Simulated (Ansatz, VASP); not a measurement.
# Zr3GeTe4 in VASP and in Ansatz

```
CELL_PARAMETERS angstrom
3.93618 0.00000 0.00000
0.00000 3.95499 0.00000
0.00000 0.00000 13.33016
ATOMIC_POSITIONS crystal
Zr 0.00000 0.50000 0.65881
Zr 0.50000 0.50000 0.41741
Zr 0.50000 0.00000 0.80028
Ge 0.00000 0.00000 0.12688
Te 0.00000 0.00000 0.34319
Te 0.00000 0.50000 0.88718
Te 0.50000 0.50000 0.18554
Te 0.50000 0.00000 0.58072
```

Change from the starting cell: species swapped into the V3ReB4 type (Pmm2, No. 25).

Alike in both runs: functional PBE; k mesh 8 × 8 × 4; occupations gaussian, width 0.1 eV; no spin polarisation.

Ansatz relaxed the structure, and its values are those at the end. VASP's run is a single point on that final structure, the one shown.

|  | VASP | Ansatz |
| --- | --- | --- |
| version | VASP 6.6.1 | Ansatz 0.2.0 |
| potentials or method | VASP PAW PBE potentials, release 64 (Zr_sv, Ge_d, Te), cutoff 520 eV | scalar-relativistic, plane waves, PAW |
| valence electrons in the cell | 74 | 114 |

Ansatz gave:

```
gap on the k mesh at the Fermi level (eV) : none
pressure (GPa)                            : 0.0
rms of the force components (eV/Å)        : 0.003
```

Task: What did VASP give for the same quantities?

Result: gap on the k mesh at the Fermi level (eV): none; pressure (GPa): 0.0; rms of the force components (eV/Å): 0.005.

A gap of «none» marks a metal or a gap that the smearing closes. The functional is the same, so the differences come from potentials, cutoffs and numerics. VASP's potentials hold 74 valence electrons a cell and Ansatz's 114, so a difference there can come from the potentials and not from the codes.

Neither program's run includes spin-orbit coupling.
